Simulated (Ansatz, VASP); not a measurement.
**Two plane-wave programs on Al4P**

Contents of INCAR:

```
SYSTEM = Al4P
PREC     = Accurate       ! precision mode
ENCUT    = 600            ! plane-wave cutoff, eV
EDIFF    = 1E-6           ! SCF threshold, eV
ISMEAR   = 0              ! smearing method
SIGMA    = 0.1            ! smearing width, eV
LREAL    = .FALSE.        ! projectors in reciprocal space
LASPH    = .TRUE.         ! aspherical terms in the spheres
NELM     = 80             ! most SCF steps
ALGO     = Normal         ! electronic algorithm
ISIF     = 3              ! what is computed and relaxed
LWAVE    = .FALSE.        ! write WAVECAR
LCHARG   = .FALSE.        ! write CHGCAR
GGA      = PE             ! functional
IBRION   = 2              ! ionic algorithm
NSW      = 90             ! ionic steps
EDIFFG   = -0.04          ! ionic threshold
```

File KPOINTS:

```
Automatic mesh
0
G
  6 6 4
  0 0 0
```

The input POSCAR:

```
Al4P
1.0
    3.8801772100      0.0000000000      0.0000000000
   -1.9400886000      3.3603320300      0.0000000000
    0.0000000000      0.0000000000      7.3512121000
Al P
4 1
Direct
    0.0000000000      0.0000000000      0.8185592100
    0.0000000000      0.0000000000      0.1814407900
    0.3333333300      0.6666666700      0.5000000000
    0.6666666700      0.3333333300      0.5000000000
    0.0000000000      0.0000000000      0.5000000000
```

Input for Ansatz:

```yaml
crystal:
  lattice:
    - [3.88017721, 0.0, 0.0]
    - [-1.9400886, 3.36033203, 0.0]
    - [0.0, 0.0, 7.3512121]
  atoms:
    - { symbol: Al, position: [0.0, 0.0, 0.81855921] }
    - { symbol: Al, position: [0.0, 0.0, 0.18144079] }
    - { symbol: Al, position: [0.33333333, 0.66666667, 0.5] }
    - { symbol: Al, position: [0.66666667, 0.33333333, 0.5] }
    - { symbol: P, position: [0.0, 0.0, 0.5] }
basis:
  ecutwfc: 420
kpoints:
  mp_grid: { grid: [6, 6, 4] }
hamiltonian:
  xc: pbe
scf:
  occupations: { method: gaussian, width: 0.1 }
  lower_state_search: "off"
output:
  forces: true
  stress: true
  eigenvalues: true
relax:
  adjacent_minimum: "off"
  f_tol: 0.04
  max_steps: 70
  cell: { stress_tol: 0.4 }
```

Alike in both runs: task relaxation of cell and atoms; functional PBE; k mesh 6 × 6 × 4; occupations gaussian, width 0.1 eV; no spin polarisation.

|  | VASP | Ansatz |
| --- | --- | --- |
| version | VASP 6.6.1 | Ansatz 0.2.0 |
| potentials or method | VASP PAW PBE potentials, release 64 (Al, P), cutoff 600 eV | scalar-relativistic, plane waves, PAW |
| valence electrons in the cell | 17 | 17 |

```csv
,VASP,Ansatz,Ansatz less VASP
"gap on the k mesh at the Fermi level, each at its own relaxed structure (eV)",none,none,-
relaxed volume (Å³/atom),26.67,26.82,+0.152
relaxed cell length with the largest relative difference (Å),7.577,7.614,+0.0369
```

A gap of «none» marks a metal or a gap that the smearing closes.

Noted on VASP's run: the volume moved by over 15 % at a fixed basis, so the end points are rough.
